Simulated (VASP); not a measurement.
# Tl (Fd-3m) in VASP: a series of runs, part 2 of 2

VASP 6.6.1.

### 4 Single point, PBE (volume scaled by 1.04)

The input, INCAR:

```
ALGO = Normal
EDIFF = 1E-7
ENCUT = 520
GGA = PE
ISIF = 2
ISMEAR = -1
LASPH = T
LCHARG = F
LREAL = F
LWAVE = F
NBANDS = 20
NELM = 100
PREC = Accurate
SIGMA = 0.1
```

The input, KPOINTS:

```
k-points
0
Gamma
  13 13 13
```

The input, POSCAR:

```
Tl
1.0
    0.0000000000      3.6129339327      3.6129339327
    3.6129339327      0.0000000000      3.6129339327
    3.6129339327      3.6129339327      0.0000000000
Tl
2
Direct
    0.1250000000      0.1250000000      0.1250000000
    0.8750000000      0.8750000000      0.8750000000
```

Potentials or basis: VASP PAW PBE potentials, release 64 (Tl_d).

Command:

```
$ cat potpaw_PBE.64/Tl_d/POTCAR > POTCAR
$ mpirun -np 1 vasp_std > vasp.out
```

OUTCAR:

```text
EDIFF = 1E-7
   ENCUT = 520
   GGA = PE
   ISIF = 2
   ISMEAR = -1
   LASPH = T
   LREAL = F
   NELM = 100
   PREC = Accurate

 ion  position               nearest neighbor table
   1  0.125  0.125  0.125-   2 3.13   2 3.13   2 3.13   2 3.13
   2  0.875  0.875  0.875-   1 3.13   1 3.13   1 3.13   1 3.13

  LATTYP: Found a face centered cubic cell.
 ALAT       =     7.2258678654

  Lattice vectors:

 A1 = (   0.0000000000,   3.6129339327,   3.6129339327)
 A2 = (   3.6129339327,   0.0000000000,   3.6129339327)
 A3 = (   3.6129339327,   3.6129339327,   0.0000000000)

Analysis of symmetry for initial positions (statically):
=====================================================================
 Subroutine PRICEL returns:
 Original cell was already a primitive cell.

 Routine SETGRP: Setting up the symmetry group for a
 face centered cubic supercell.

 Subroutine GETGRP returns: Found 48 space group operations
 (whereof 12 operations were pure point group operations)
 out of a pool of 48 trial point group operations.

The static configuration has the point symmetry D_3d.
 The point group associated with its full space group is O_h .

Analysis of symmetry for dynamics (positions and initial velocities):
=====================================================================
 Subroutine PRICEL returns:
 Original cell was already a primitive cell.

 Routine SETGRP: Setting up the symmetry group for a
 face centered cubic supercell.

 Subroutine GETGRP returns: Found 48 space group operations
 (whereof 12 operations were pure point group operations)
 out of a pool of 48 trial point group operations.

The dynamic configuration has the point symmetry D_3d.
 The point group associated with its full space group is O_h .

 Subroutine INISYM returns: Found 48 space group operations
 (whereof 12 operations are pure point group operations),
 and found     1 'primitive' translations

[... 107 lines left out ...]
   EMIN   =  10.00;   EMAX   =-10.00  energy-range for DOS
   EFERMI =   0.00;   METHOD = LEGACY
   ISMEAR =    -1;   SIGMA  =   0.10  broadening in eV -4-tet -1-fermi 0-gaus
   EFERMI_NEDOS =   21; number of points for ismear=-14 and -15
   IALGO  =     38    algorithm
   IMIX   =      4    mixing-type and parameters
     AMIX     =   0.40;   BMIX     =  1.00
     AMIX_MAG =   1.60;   BMIX_MAG =  1.00
  volume/ion in A,a.u.               =      47.16       318.26
  Fermi-wavevector in a.u.,A,eV,Ry     =   1.065441  2.013391 15.444841  1.135164
  Thomas-Fermi vector in A             =   2.200992
   LORBIT       =      0    0 simple, 1 ext, 2 COOP (PROOUT), +10 PAW based schemes
   GGA     = PE    functional components
   LHFCALC =     F    Hartree Fock is set to
   AEXX    =    0.0000 exact exchange contribution
   IVDW    =     0    specifies the selected vdW correction
   LEPSILON=     F    determine dielectric tensor
   LRPA    =     F    only Hartree local field effects (RPA)
 non-spin polarized calculation
  energy-cutoff  :      520.00
  volume of cell :       94.32
 maximum number of plane-waves:      2637
 NGX is ok and might be reduce to    40
   NGX = 19   NGY = 19   NGZ = 19

 number of electron      26.0000003 magnetization

 Free energy of the ion-electron system (eV)
  ---------------------------------------------------
  ext. energy  EPLUGINS =         0.00000000
  ---------------------------------------------------
  free energy    TOTEN  =        -3.72869769 eV

  energy without entropy =       -3.66608024  energy(sigma->0) =       -3.69738897

 E-fermi :   2.4502     XC(G=0):  -7.6477

 val. band max:        2.4483652438   @ k =  -0.3846   0.3846   0.0000
 cond. band min:       2.4602448559   @ k =   0.4615   0.3077   0.0000
 fundamental gap:      0.0118796121
 Fermi energy:         2.4501888893

 k-point     1 :       0.0000    0.0000    0.0000
  band No.  band energies     occupation
      1      -9.3439      2.00000
      2      -9.3439      2.00000
      3      -9.3439      2.00000
      4      -9.2785      2.00000
      5      -9.2785      2.00000
      6      -8.8307      2.00000
[... 541 lines left out ...]
     19       9.7818      0.00000
     20      11.3617      0.00000

 [... further k-points ...]

------------------------ aborting loop because EDIFF is reached ----------------------------------------

  FORCE on cell =-STRESS in cart. coord.  units (eV):
  Direction    XX          YY          ZZ          XY          YZ          ZX
  --------------------------------------------------------------------------------------
  -------------------------------------------------------------------------------------
  Total       -0.3346345     -0.3346345     -0.3346345     -0.0000000      0.0000000      0.0000000
  in kB       -5.6842252     -5.6842252     -5.6842252     -0.0000000      0.0000000      0.0000000
  external PRESSURE =      -5.6842252 kB  Pullay stress =       0.0000000 kB

 VOLUME and BASIS-vectors are now :
 -----------------------------------------------------------------------------
  energy-cutoff  :      520.00
  volume of cell :       94.32
      direct lattice vectors                 reciprocal lattice vectors
     0.000000000  3.612933933  3.612933933    -0.138391681  0.138391681  0.138391681
     3.612933933  0.000000000  3.612933933     0.138391681 -0.138391681  0.138391681
     3.612933933  3.612933933  0.000000000     0.138391681  0.138391681 -0.138391681

 POSITION                                       TOTAL-FORCE (eV/Angst)
 -----------------------------------------------------------------------------------
      0.90323      0.90323      0.90323        -0.000000     -0.000000     -0.000000
      6.32263      6.32263      6.32263         0.000000      0.000000      0.000000
 -----------------------------------------------------------------------------------
    total drift:                                0.000000      0.000000     -0.000000

  FREE ENERGIE OF THE ION-ELECTRON SYSTEM (eV)
  ---------------------------------------------------
  free  energy   TOTEN  =        -3.7286976909 eV

  energy  without entropy=       -3.6660802391  energy(sigma->0) =       -3.69738897
```

OSZICAR:

```text
N       E                     dE             d eps       ncg     rms          rms(c)
DAV:   1     0.119900357708E+03    0.11990E+03   -0.13107E+04  3384   0.113E+03
DAV:   2    -0.115749289807E+01   -0.12106E+03   -0.11903E+03  3668   0.244E+02
DAV:   3    -0.371653318333E+01   -0.25590E+01   -0.25415E+01  3884   0.307E+01
DAV:   4    -0.374433842701E+01   -0.27805E-01   -0.27797E-01  3668   0.312E+00
DAV:   5    -0.374504872127E+01   -0.71029E-03   -0.71029E-03  3876   0.462E-01    0.191E+00
DAV:   6    -0.372894966546E+01    0.16099E-01   -0.40125E-02  3604   0.146E+00    0.137E+00
DAV:   7    -0.372836294374E+01    0.58672E-03   -0.16525E-02  3596   0.959E-01    0.545E-01
DAV:   8    -0.372864857784E+01   -0.28563E-03   -0.15041E-03  3520   0.237E-01    0.398E-02
DAV:   9    -0.372868707447E+01   -0.38497E-04   -0.44096E-05  3656   0.448E-02    0.298E-02
DAV:  10    -0.372869655995E+01   -0.94855E-05   -0.16155E-05  3600   0.219E-02    0.252E-03
DAV:  11    -0.372869771841E+01   -0.11585E-05   -0.18898E-06  3192   0.550E-03    0.578E-04
DAV:  12    -0.372869769094E+01    0.27464E-07   -0.43003E-08  3040   0.126E-03
   1 F= -.37286977E+01 E0= -.36973890E+01  d E =-.626175E-01
```

Run time: 85 s. Hardware: 1 thread of Intel Xeon Platinum 8488C (Sapphire Rapids), shared host; peak memory 0.31 GiB.

What came out:

- Free energy: -3.7287 eV
- Pressure: -0.6 GPa
- Band gap on the k mesh: zero (band 13 reaches 4.48 eV, above the bottom of band 14 at 1.87 eV)

Caveat: spin-orbit coupling is left out, which moves the levels of the heavy elements.
